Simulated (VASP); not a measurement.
# Al2Rh (P4_2/mnm) in VASP: notebook

Al2Rh is run at these levels: PBE; tasks: single point, relaxation of cell and atoms.

Program: VASP 6.6.1. These are calculated values, not measurements. Logs are shortened: lines on timing, memory, paths and dates and some standing lists are left out, and cuts for length are marked.

### 1 The cell of the first run

The structure is tetragonal, space group P4_2/mnm (No. 136). The conventional cell has a = 4.797 Å, b = 4.797 Å, c = 3.165 Å, α = 90.00°, β = 90.00°, γ = 90.00°. Within 2.7 Å of Al (site symmetry m2m) lie 3 Rh at 2.06 to 2.07 Å and 1 Al at 2.67 Å. Within 2.7 Å of Rh (site symmetry mmm) lie 6 Al at 2.06 to 2.07 Å.

The cell was built from a structure type or drawn by symmetry, and may not be a known phase.

### 2 Single point, PBE

The input, INCAR:

```
PREC = Accurate ; ENCUT = 520
EDIFF = 1E-6 ; ISMEAR = 0
SIGMA = 0.1 ; LREAL = False
LASPH = True ; NELM = 80
ALGO = Normal ; ISIF = 2
LWAVE = False ; LCHARG = True
GGA = PE ; LELF = True
LVHAR = True ; NBANDS = 30
```

The input, KPOINTS:

```
regular mesh
0
Gamma
  4 4 6
```

The input, POSCAR:

```
Al2Rh
1.0
    4.7966999600      0.0000000000      0.0000000000
    0.0000000000      4.7966999600      0.0000000000
    0.0000000000      0.0000000000      3.1653034600
Al Rh
4 2
Direct
    0.3030000000      0.3030000000      0.0000000000
    0.1970000000      0.8030000000      0.5000000000
    0.6970000000      0.6970000000      0.0000000000
    0.8030000000      0.1970000000      0.5000000000
    0.0000000000      0.0000000000      0.0000000000
    0.5000000000      0.5000000000      0.5000000000
```

Potentials or basis: VASP PAW PBE potentials, release 64 (Al, Rh_pv).

Launch:

```console
$ cat potpaw_PBE.64/Al/POTCAR potpaw_PBE.64/Rh_pv/POTCAR > POTCAR
$ mpirun -np 1 vasp_std > vasp.out
```

OUTCAR:

```text
PREC = Accurate
   ENCUT = 520
   EDIFF = 1E-6
   ISMEAR = 0
   LREAL = False
   LASPH = True
   NELM = 80
   ISIF = 2
   GGA = PE

 ion  position               nearest neighbor table
   1  0.303  0.303  0.000-   5 2.06   6 2.07   6 2.07   3 2.67   4 2.92   2 2.92   4 2.92   2 2.92
                             2 2.92   2 2.92   4 2.92   4 2.92
   2  0.197  0.803  0.500-   6 2.06   5 2.07   5 2.07   4 2.67   1 2.92   1 2.92   3 2.92   3 2.92
                             1 2.92   1 2.92   3 2.92   3 2.92
   3  0.697  0.697  0.000-   5 2.06   6 2.07   6 2.07   1 2.67   4 2.92   2 2.92   4 2.92   2 2.92
                             4 2.92   4 2.92   2 2.92   2 2.92
   4  0.803  0.197  0.500-   6 2.06   5 2.07   5 2.07   2 2.67   3 2.92   1 2.92   3 2.92   1 2.92
                             3 2.92   3 2.92   1 2.92   1 2.92
   5  0.000  0.000  0.000-   1 2.06   3 2.06   2 2.07   4 2.07   2 2.07   4 2.07
   6  0.500  0.500  0.500-   2 2.06   4 2.06   3 2.07   1 2.07   1 2.07   3 2.07

  LATTYP: Found a simple tetragonal cell.
 ALAT       =     4.7966999600
 C/A-ratio  =     0.6598919020

  Lattice vectors:

 A1 = (   4.7966999600,   0.0000000000,   0.0000000000)
 A2 = (   0.0000000000,   4.7966999600,   0.0000000000)
 A3 = (   0.0000000000,   0.0000000000,   3.1653034600)

Analysis of symmetry for initial positions (statically):
=====================================================================
 Subroutine PRICEL returns:
 Original cell was already a primitive cell.

 Routine SETGRP: Setting up the symmetry group for a
 simple tetragonal supercell.

 Subroutine GETGRP returns: Found 16 space group operations
 (whereof  8 operations were pure point group operations)
 out of a pool of 16 trial point group operations.

The static configuration has the point symmetry D_2h.
 The point group associated with its full space group is D_4h.

Analysis of symmetry for dynamics (positions and initial velocities):
=====================================================================
 Subroutine PRICEL returns:
 Original cell was already a primitive cell.

 Routine SETGRP: Setting up the symmetry group for a
 simple tetragonal supercell.

 Subroutine GETGRP returns: Found 16 space group operations
 (whereof  8 operations were pure point group operations)
 out of a pool of 16 trial point group operations.

The dynamic configuration has the point symmetry D_2h.
 The point group associated with its full space group is D_4h.

 Subroutine INISYM returns: Found 16 space group operations
 (whereof  8 operations are pure point group operations),
 and found     1 'primitive' translations

----------------------------------------------------------------------------------------

                                     Primitive cell

  volume of cell :      72.8283

  direct lattice vectors                    reciprocal lattice vectors
     4.796699960  0.000000000  0.000000000     0.208476663  0.000000000  0.000000000
     0.000000000  4.796699960  0.000000000     0.000000000  0.208476663  0.000000000
     0.000000000  0.000000000  3.165303460     0.000000000  0.000000000  0.315925475

  length of vectors
     4.796699960  4.796699960  3.165303460     0.208476663  0.208476663  0.315925475

  position of ions in fractional coordinates (direct lattice)
     0.303000000  0.303000000  0.000000000
     0.197000000  0.803000000  0.500000000
     0.697000000  0.697000000  0.000000000
     0.803000000  0.197000000  0.500000000
     0.000000000  0.000000000  0.000000000
     0.500000000  0.500000000  0.500000000

  ion indices of the primitive-cell ions
   primitive index   ion index
                 1           1
                 2           2
                 3           3
                 4           4
                 5           5
                 6           6

----------------------------------------------------------------------------------------

 KPOINTS: regular mesh

Automatic generation of k-mesh.
 Grid dimensions read from file:
 generate k-points for:    4    4    6

 Generating k-lattice:

  Cartesian coordinates                     Fractional coordinates (reciprocal lattice)
     0.052119166  0.000000000  0.000000000     0.250000000  0.000000000  0.000000000
     0.000000000  0.052119166  0.000000000     0.000000000  0.250000000  0.000000000
     0.000000000  0.000000000  0.052654246     0.000000000  0.000000000  0.166666667

  Length of vectors
     0.052119166  0.052119166  0.052654246

  Shift w.r.t. Gamma in fractional coordinates (k-lattice)
     0.000000000  0.000000000  0.000000000

 Subroutine IBZKPT returns following result:
 ===========================================

 Found     24 irreducible k-points:

 Following reciprocal coordinates:
            Coordinates               Weight
  0.000000  0.000000  0.000000      1.000000
  0.250000  0.000000  0.000000      4.000000
  0.500000  0.000000  0.000000      2.000000
  0.250000  0.250000  0.000000      4.000000
  0.500000  0.250000  0.000000      4.000000
  0.500000  0.500000  0.000000      1.000000
[... 16 lines left out ...]
  0.500000  0.250000  0.500000      4.000000
  0.500000  0.500000  0.500000      1.000000
   k-points           NKPTS =     24   k-points in BZ     NKDIM =     24   number of bands    NBANDS=     30
   number of dos      NEDOS =    301   number of ions     NIONS =      6
   total plane-waves  NPLWV =  31104
   dimension x,y,z NGX =    36 NGY =   36 NGZ =   24
   dimension x,y,z NGXF=    72 NGYF=   72 NGZF=   48
   ions per type =               4   2
   NGX,Y,Z   is equivalent  to a cutoff of  12.48, 12.48, 12.61 a.u.
   NGXF,Y,Z  is equivalent  to a cutoff of  24.95, 24.95, 25.21 a.u.
 SYSTEM =  unknown system
   PREC   = accura    normal or accurate (medium, high low for compatibility)
   ISTART =      0    job   : 0-new  1-cont  2-samecut
   ICHARG =      2    charge: 1-file 2-atom 10-const
   ISPIN  =      1    spin polarized calculation?
   LNONCOLLINEAR =      F non collinear calculations
   LSORBIT =      F    spin-orbit coupling
   LASPH  =      T    aspherical Exc in radial PAW
   ENCUT  =  520.0 eV  38.22 Ry    6.18 a.u.   8.92  8.92  5.89*2*pi/ulx,y,z
   NELM   =     80;   NELMIN=  2; NELMDL= -5     # of ELM steps
   EDIFF  = 0.1E-05   stopping-criterion for ELM
   LREAL  =      F    real-space projection
   EDIFFG = 0.1E-04   stopping-criterion for IOM
   NSW    =      0    number of steps for IOM
   IBRION =     -1    ionic relax: 0-MD 1-quasi-New 2-CG
   NFREE  =      0    steps in history (QN), initial steepest desc. (CG)
   ISIF   =      2    stress and relaxation
   ISYM   =      2    0-nonsym 1-usesym 2-fastsym
   POTIM  = 0.5000    time-step for ionic-motion
   TEBEG  =    0.0;   TEEND  =   0.0 temperature during run
   PSTRESS=    0.0 pullay stress
   NELECT =      42.0000    total number of electrons
   NUPDOWN=      -1.0000    fix difference up-down
   EMIN   =  10.00;   EMAX   =-10.00  energy-range for DOS
   EFERMI =   0.00;   METHOD = LEGACY
   ISMEAR =     0;   SIGMA  =   0.10  broadening in eV -4-tet -1-fermi 0-gaus
   EFERMI_NEDOS =   21; number of points for ismear=-14 and -15
   IALGO  =     38    algorithm
   IMIX   =      4    mixing-type and parameters
     AMIX     =   0.40;   BMIX     =  1.00
     AMIX_MAG =   1.60;   BMIX_MAG =  1.00
  volume/ion in A,a.u.               =      12.14        81.91
  Fermi-wavevector in a.u.,A,eV,Ry     =   1.362671  2.575075 25.264292  1.856873
  Thomas-Fermi vector in A             =   2.489141
   LORBIT       =      0    0 simple, 1 ext, 2 COOP (PROOUT), +10 PAW based schemes
   GGA     = PE    functional components
   LHFCALC =     F    Hartree Fock is set to
   AEXX    =    0.0000 exact exchange contribution
   IVDW    =     0    specifies the selected vdW correction
   LEPSILON=     F    determine dielectric tensor
   LRPA    =     F    only Hartree local field effects (RPA)
 non-spin polarized calculation
 Gauss-broadening in eV      SIGMA  =   0.10
  energy-cutoff  :      520.00
  volume of cell :       72.83
 maximum number of plane-waves:      2008
 NGX is ok and might be reduce to    36
   NGX = 17   NGY = 17   NGZ = 11

 number of electron      41.9999979 magnetization

 Free energy of the ion-electron system (eV)
  ---------------------------------------------------
  ext. energy  EPLUGINS =         0.00000000
  ---------------------------------------------------
  free energy    TOTEN  =       -19.38591149 eV

  energy without entropy =      -19.37337420  energy(sigma->0) =      -19.37964284

 E-fermi :  12.4638     XC(G=0): -12.2368

 val. band max:       12.4568641147   @ k =   0.2500   0.0000   0.0000
 cond. band min:      12.4700515126   @ k =   0.2500   0.2500   0.5000
 fundamental gap:      0.0131873979
 Fermi energy:        12.4637685590

 k-point     1 :       0.0000    0.0000    0.0000
  band No.  band energies     occupation
      1     -35.2319      2.00000
      2     -35.2297      2.00000
      3     -35.2056      2.00000
      4     -35.2056      2.00000
      5     -35.0475      2.00000
      6     -35.0475      2.00000
[... 22 lines left out ...]
     29      21.3835      0.00000
     30      21.9769      0.00000

 k-point     2 :       0.2500    0.0000    0.0000
  band No.  band energies     occupation
      1     -35.2315      2.00000
      2     -35.2300      2.00000
      3     -35.2052      2.00000
      4     -35.2052      2.00000
      5     -35.0480      2.00000
      6     -35.0480      2.00000
[... 22 lines left out ...]
     29      20.9190      0.00000
     30      21.2472      0.00000

 k-point     3 :       0.5000    0.0000    0.0000
  band No.  band energies     occupation
      1     -35.2308      2.00000
      2     -35.2308      2.00000
      3     -35.2048      2.00000
      4     -35.2048      2.00000
      5     -35.0486      2.00000
      6     -35.0486      2.00000
[... 22 lines left out ...]
     29      21.7898      0.00000
     30      21.7898      0.00000

 k-point     4 :       0.2500    0.2500    0.0000
  band No.  band energies     occupation
      1     -35.2313      2.00000
      2     -35.2302      2.00000
      3     -35.2058      2.00000
      4     -35.2048      2.00000
      5     -35.0485      2.00000
      6     -35.0475      2.00000
[... 22 lines left out ...]
     29      20.8586      0.00000
     30      21.3998      0.00000

 k-point     5 :       0.5000    0.2500    0.0000
  band No.  band energies     occupation
      1     -35.2308      2.00000
      2     -35.2308      2.00000
      3     -35.2054      2.00000
      4     -35.2054      2.00000
      5     -35.0481      2.00000
      6     -35.0481      2.00000
[... 22 lines left out ...]
     29      20.9861      0.00000
     30      20.9861      0.00000
[... 526 lines left out ...]
     29      18.2119      0.00000
     30      18.2119      0.00000

 k-point    22 :       0.2500    0.2500    0.5000
  band No.  band energies     occupation
      1     -35.3214      2.00000
      2     -35.3202      2.00000
      3     -35.1970      2.00000
      4     -35.1957      2.00000
      5     -35.0384      2.00000
      6     -35.0384      2.00000
[... 22 lines left out ...]
     29      19.4302      0.00000
     30      20.0275      0.00000

 k-point    23 :       0.5000    0.2500    0.5000
  band No.  band energies     occupation
      1     -35.3208      2.00000
      2     -35.3208      2.00000
      3     -35.1964      2.00000
      4     -35.1964      2.00000
      5     -35.0385      2.00000
      6     -35.0385      2.00000
[... 22 lines left out ...]
     29      19.1175      0.00000
     30      19.1175      0.00000

 k-point    24 :       0.5000    0.5000    0.5000
  band No.  band energies     occupation
      1     -35.3201      2.00000
      2     -35.3201      2.00000
      3     -35.1971      2.00000
      4     -35.1971      2.00000
      5     -35.0385      2.00000
      6     -35.0385      2.00000
[... 22 lines left out ...]
     29      20.3596      0.00000
     30      20.3596      0.00000

------------------------ aborting loop because EDIFF is reached ----------------------------------------

  FORCE on cell =-STRESS in cart. coord.  units (eV):
  Direction    XX          YY          ZZ          XY          YZ          ZX
  --------------------------------------------------------------------------------------
  -------------------------------------------------------------------------------------
  Total       52.2014495     52.2014495     61.6775131      0.0000000      0.0000000      0.0000000
  in kB     1148.3986803   1148.3986803   1356.8660513      0.0000000      0.0000000      0.0000000
  external PRESSURE =    1217.8878040 kB  Pullay stress =       0.0000000 kB

 VOLUME and BASIS-vectors are now :
 -----------------------------------------------------------------------------
  energy-cutoff  :      520.00
  volume of cell :       72.83
      direct lattice vectors                 reciprocal lattice vectors
     4.796699960  0.000000000  0.000000000     0.208476663  0.000000000  0.000000000
     0.000000000  4.796699960  0.000000000     0.000000000  0.208476663  0.000000000
     0.000000000  0.000000000  3.165303460     0.000000000  0.000000000  0.315925475

 POSITION                                       TOTAL-FORCE (eV/Angst)
 -----------------------------------------------------------------------------------
      1.45340      1.45340      0.00000        -1.002144     -1.002144     -0.000000
      0.94495      3.85175      1.58265         1.002144     -1.002144     -0.000000
      3.34330      3.34330      0.00000         1.002144      1.002144      0.000000
      3.85175      0.94495      1.58265        -1.002144      1.002144      0.000000
      0.00000      0.00000      0.00000         0.000000      0.000000     -0.000000
      2.39835      2.39835      1.58265         0.000000      0.000000     -0.000000
 -----------------------------------------------------------------------------------
    total drift:                                0.000000      0.000000      0.000000

  FREE ENERGIE OF THE ION-ELECTRON SYSTEM (eV)
  ---------------------------------------------------
  free  energy   TOTEN  =       -19.3859114912 eV

  energy  without entropy=      -19.3733741981  energy(sigma->0) =      -19.37964284
```

It took 32 s on 1 thread of Intel Xeon Platinum 8488C (Sapphire Rapids), shared host; peak memory 0.19 GiB.

Results:

```yaml
Free_energy: -19.3859 eV
Pressure: 121.8 GPa
Largest_force: 1.417 eV/Å
Band_gap_on_the_k_mesh: zero (bands 21 and 22 overlap by 5.17 eV)
```

Forces on the atoms (eV/Å):
```
Al  -1.002 -1.002  0.000
Al   1.002 -1.002  0.000
Al   1.002  1.002  0.000
Al  -1.002  1.002  0.000
Rh   0.000  0.000  0.000
Rh   0.000  0.000  0.000
```

Stress tensor (GPa, compression positive):
```
114.84   0.00   0.00
  0.00 114.84   0.00
  0.00   0.00 135.69
```

Levels at points of the mesh, in eV from the Fermi level:
| k point | band 19 | band 20 | band 21 | band 22 | band 23 | band 24 |
| --- | --- | --- | --- | --- | --- | --- |
| (0.00, 0.00, 0.00) | -4.21 | -2.67 | 0.80 | 0.80 | 1.16 | 2.24 |
| (0.50, 0.00, 0.00) | -1.42 | -1.42 | -0.73 | -0.73 | 4.62 | 4.62 |
| (0.50, 0.50, 0.00) | -3.93 | -3.93 | 3.46 | 3.46 | 5.04 | 5.04 |
| (0.00, 0.00, 0.50) | -1.30 | -1.30 | 0.71 | 0.71 | 0.84 | 0.84 |
| (0.50, 0.00, 0.50) | -2.25 | -2.25 | -0.42 | -0.42 | 0.36 | 0.36 |
| (0.50, 0.50, 0.50) | -2.25 | -2.25 | -1.70 | -1.70 | -1.24 | -1.24 |

Caveat: the cell stands under pressure; forces of over 1 eV/Å act on the atoms, so gaps and moduli don't describe the material at rest.

### 3 Single point, PBE

This run uses another cell than the first one, of 18.95 Å³/atom.

The input, INCAR:

```
SYSTEM = Al2Rh
PREC = Accurate
ENCUT = 520
EDIFF = 1E-6
ISMEAR = 0
SIGMA = 0.1
LREAL = .FALSE.
LASPH = .TRUE.
NELM = 100
ALGO = Normal
ISIF = 2
LWAVE = .FALSE.
LCHARG = .FALSE.
GGA = PE
NBANDS = 30
```

The input, KPOINTS:

```
Automatic mesh
0
G
  4 4 6
  0 0 0
```

The input, POSCAR:

```
Al2Rh
1.0
    6.2712143042      0.0000000000      0.0000000000
    0.0000000000      6.2712143042      0.0000000000
    0.0000000000      0.0000000000      2.8904271464
Al Rh
4 2
Direct
    0.2743939839      0.2743939839      0.0000000000
    0.2256060161      0.7743939839      0.5000000000
    0.7256060161      0.7256060161      0.0000000000
    0.7743939839      0.2256060161      0.5000000000
    0.0000000000      0.0000000000      0.0000000000
    0.5000000000      0.5000000000      0.5000000000
```

Potentials or basis: VASP PAW PBE potentials, release 64 (Al, Rh_pv).

Launch:

```console
$ cat potpaw_PBE.64/Al/POTCAR potpaw_PBE.64/Rh_pv/POTCAR > POTCAR
$ mpirun -np 1 vasp_std > vasp.out
```

Wall time 66 s (1 thread of Intel Xeon Platinum 8488C (Sapphire Rapids), shared host); peak memory 0.25 GiB.

Results (log left out):

* Free energy: -32.0597 eV
* Pressure: -0.1 GPa
* Largest force: 0.005 eV/Å
* Band gap on the k mesh: zero (bands 21 and 22 overlap by 2.51 eV)

Forces on the atoms (eV/Å):
```
Al   0.004  0.004  0.000
Al  -0.004  0.004  0.000
Al  -0.004 -0.004  0.000
Al   0.004 -0.004  0.000
Rh   0.000  0.000  0.000
Rh   0.000  0.000  0.000
```

Levels at points of the mesh, in eV from the Fermi level:
```csv
k point,band 18,band 19,band 20,band 21,band 22,band 23
"(0.00, 0.00, 0.00)",-1.86,-1.35,-1.35,-1.25,-1.25,0.12
"(0.50, 0.00, 0.00)",-2.04,-1.86,-1.86,-1.25,-1.25,1.49
"(0.50, 0.50, 0.00)",-1.86,-1.25,-1.25,0.03,0.03,1.56
"(0.00, 0.00, 0.50)",-1.45,-0.41,-0.41,0.02,0.02,1.70
"(0.50, 0.00, 0.50)",-2.57,-0.61,-0.61,0.96,0.96,1.00
"(0.50, 0.50, 0.50)",-1.86,-0.86,-0.86,-0.73,-0.73,1.19
```

Caveat: the k points lie up to 0.36 Å⁻¹ apart, too coarse for converged energies and pressures of a metal.

(Continued in part 2 of 2.)
